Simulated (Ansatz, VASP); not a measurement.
**One calculation of ZrH5, two programs**

```xyz
6
Lattice="-2.5638 2.5638 1.9543 2.5638 -2.5638 1.9543 2.5638 2.5638 -1.9543" Properties=species:S:1:pos:R:3 pbc="T T T"
Zr    0.0000    0.0000    1.9543
H     2.1305    0.0000    1.9543
H     0.4334    2.5638    0.0000
H     0.0000    2.1305    1.9543
H     2.5638    0.4334    0.0000
H     0.0000    0.0000    0.0000
```

Alike in both runs: functional PBE; k mesh 5 × 5 × 5; occupations gaussian, width 0.2 eV; no spin polarisation.

Ansatz relaxed the structure, and its values are those at the end. VASP's run is a single point on that final structure, the one shown.

|  | VASP | Ansatz |
| --- | --- | --- |
| version | VASP 6.6.1 | Ansatz 0.2.0 |
| potentials or method | VASP PAW PBE potentials, release 64 (Zr_sv, H), cutoff 500 eV | scalar-relativistic, plane waves, PAW |
| valence electrons in the cell | 17 | 17 |

|  | VASP | Ansatz | Ansatz less VASP |
| --- | --- | --- | --- |
| gap on the k mesh at the Fermi level (eV) | none | none | - |
| pressure (GPa) | -0.2 | 0.0 | +0.22 |

A gap of «none» marks a metal or a gap that the smearing closes.

The k mesh is coarse, so the values compare programs but aren't converged.
